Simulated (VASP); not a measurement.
Set up this calculation in VASP 6.6.1, as the native input.

```yaml
Task: single point
Functional: r2SCAN
Potentials_or_basis: VASP PAW PBE potentials, release 64 (Na_pv, S)
Cutoff: 550 eV
k_mesh: 8 × 8 × 8
Occupations: fermi-dirac, width 0.02 eV
Spin: no spin polarisation
Dipole_correction: no
Further_INCAR_settings: ALGO = Normal; EDIFF = 1e-06; NBANDS = 17
```

The system is Na2S.

```
Na S
1.0
     0.00000    3.31985    3.31985
     3.31985    0.00000    3.31985
     3.31985    3.31985    0.00000
Na S
2 1
Cartesian
  1.6599 1.6599 1.6599
  4.9798 4.9798 4.9798
  0.0000 0.0000 0.0000
```

One way to write it, as run:

POSCAR

```
Na2S
1.0
    0.0000000000      3.3198479000      3.3198479000
    3.3198479000      0.0000000000      3.3198479000
    3.3198479000      3.3198479000      0.0000000000
Na S
2 1
Direct
    0.2500000000      0.2500000000      0.2500000000
    0.7500000000      0.7500000000      0.7500000000
    0.0000000000      0.0000000000      0.0000000000
```

INCAR.step1

```
SYSTEM = Na2S
ALGO = Normal
EDIFF = 1E-5
ENCUT = 550
GGA = PE
GGA_COMPAT = .FALSE.
ISMEAR = -1
LASPH = .TRUE.
LCHARG = .FALSE.
LREAL = .FALSE.
LWAVE = .TRUE.
NBANDS = 17
NELM = 120
PREC = Accurate
SIGMA = 0.02
```

INCAR.step2

```
SYSTEM = Na2S
ALGO = Normal
EDIFF = 1E-6
ENCUT = 550
GGA_COMPAT = .FALSE.
ISIF = 2
ISMEAR = -1
ISTART = 1
LASPH = .TRUE.
LCHARG = .TRUE.
LELF = .TRUE.
LMIXTAU = .TRUE.
LREAL = .FALSE.
LVHAR = .TRUE.
LWAVE = .FALSE.
METAGGA = R2SCAN
NBANDS = 17
NELM = 120
PREC = Accurate
SIGMA = 0.02
```

KPOINTS

```
k-points
0
G
  8 8 8
  0 0 0
```

Potentials or basis: VASP PAW PBE potentials, release 64 (Na_pv, S).

Launch:

```sh
$ cat potpaw_PBE.64/Na_pv/POTCAR potpaw_PBE.64/S/POTCAR > POTCAR
$ cp INCAR.step1 INCAR
$ mpirun -np 1 vasp_std > vasp.out
$ cp INCAR.step2 INCAR
$ mpirun -np 1 vasp_std > vasp.out
```

It gave:

```
Pressure               : -1.8 GPa
Band gap on the k mesh : 2.91 eV
```

Caveat: the PAW data sets were made with another functional, which shifts forces and pressure a little.

Run time: 2.3 min on 1 thread of Intel(R) Xeon(R) Platinum 8259CL CPU @ 2.50GHz (Skylake/Cascade Lake) (shared host), peak memory 0.22 GiB.
